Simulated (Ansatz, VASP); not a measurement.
NaGeI3 in VASP and in Ansatz

```
Na Ge I
1.0
     5.59481    0.00000    0.00000
     0.00000    5.59481    0.00000
     0.00000    0.00000    5.59481
Na Ge I
1 1 3
Direct
  0.00000 0.00000 0.00000
  0.50000 0.50000 0.50000
  0.50000 0.50000 0.00000
  0.50000 0.00000 0.50000
  0.00000 0.50000 0.50000
```

Change from the starting cell: hydrostatic strain -5.0%.

Alike in both runs: task single point; functional r2SCAN; k mesh 4 × 4 × 4; occupations fermi-dirac, width 0.02 eV; no spin polarisation.

|  | VASP | Ansatz |
| --- | --- | --- |
| version | VASP 6.6.1 | Ansatz 0.2.0 |
| potentials or method | VASP PAW PBE potentials, release 64 (Na_pv, Ge_d, I) | plane waves, PAW |
| plane-wave cutoff (eV) | 520 | 500 |
| valence electrons in the cell | 42 | 74 |

Ansatz gave:

* pressure (GPa): 4.2

Problem. Which values does VASP return?

Solution. Pressure (GPa): 4.1.

VASP's potentials were made for PBE, not for r2SCAN. VASP's potentials hold 42 valence electrons a cell and Ansatz's 74, so a difference there can come from the potentials and not from the codes.

Neither program's run includes spin-orbit coupling.
